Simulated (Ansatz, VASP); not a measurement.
**Two plane-wave programs on BiB**

```xyz
2
Lattice="0.0000 2.7449 2.7449 2.7449 0.0000 2.7449 2.7449 2.7449 0.0000" Properties=species:S:1:pos:R:3 pbc="T T T"
B     0.0000    0.0000    0.0000
Bi    1.3724    1.3724    1.3724
```

Alike in both runs: task single point; functional PBE; k mesh 8 × 8 × 8; occupations fermi-dirac, width 0.02 eV; no spin polarisation.

|  | VASP | Ansatz |
| --- | --- | --- |
| version | VASP 6.6.1 | Ansatz 0.2.0 |
| potentials or method | VASP PAW PBE potentials, release 64 (B, Bi_d) | plane waves, PAW |
| plane-wave cutoff (eV) | 520 | 420 |
| valence electrons in the cell | 18 | 18 |

|  | VASP | Ansatz | Ansatz less VASP |
| --- | --- | --- | --- |
| pressure (GPa) | 1.2 | 1.3 | +0.07 |

Spin-orbit coupling is off throughout.
